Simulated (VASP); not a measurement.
Runs of VASP 6.6.1 on Sn. The structure is that of space group P6_3/mmc (No. 194), or close to it. The cells are those of the table. This isn't the form of Sn at room conditions, which is tetragonal (white tin).

```tsv
task	cell	k mesh	cutoff (eV)	gap on the mesh (eV)	pressure (GPa)
single point	a = 3.332, b = 3.332, c = 5.539 Å, angles 90.0, 90.0, 120.0°, 2 atoms	12 × 12 × 7	520	none	2.1
single point	a = 3.377, b = 3.377, c = 5.615 Å, angles 90.0, 90.0, 120.0°, 2 atoms	12 × 12 × 7	520	none	0.0
single point	a = 3.507, b = 3.507, c = 5.831 Å, angles 90.0, 90.0, 120.0°, 2 atoms	12 × 12 × 7	520	none	(a)
single point	a = 3.236, b = 3.236, c = 5.381 Å, angles 90.0, 90.0, 120.0°, 2 atoms	12 × 12 × 7	520	none	8.1
relaxation of cell and atoms	relaxed from a = 3.410, b = 3.410, c = 5.568 Å, angles 90.0, 90.0, 120.0°, 2 atoms	11 × 11 × 6	600	none	0.0
single point	a = 3.465, b = 3.465, c = 5.761 Å, angles 90.0, 90.0, 120.0°, 2 atoms	12 × 12 × 7	520	none	(b)
single point	a = 3.377, b = 3.377, c = 5.615 Å, angles 90.0, 90.0, 120.0°, 2 atoms	11 × 11 × 6	520	none	-0.1
single point	a = 3.285, b = 3.285, c = 5.461 Å, angles 90.0, 90.0, 120.0°, 2 atoms	12 × 12 × 7	520	none	4.7
```

Alike in all rows: level PBE; potentials or basis VASP PAW PBE potentials, release 64 (Sn_d); no spin polarisation; smearing fermi-dirac 0.1 eV.

**Question.** Fill in the values left out.

**Answer.** (a) -4.0; (b) -3.0.

Caveats: spin-orbit coupling is left out, which moves the levels of the heavy elements; the cell stands under pressure (at least some runs); the cell stands under tension (at least some runs).

A k mesh can miss the band edges, and the runs leave out spin-orbit coupling on Sn.

A gap of «none» marks levels without a gap at the run's occupations.
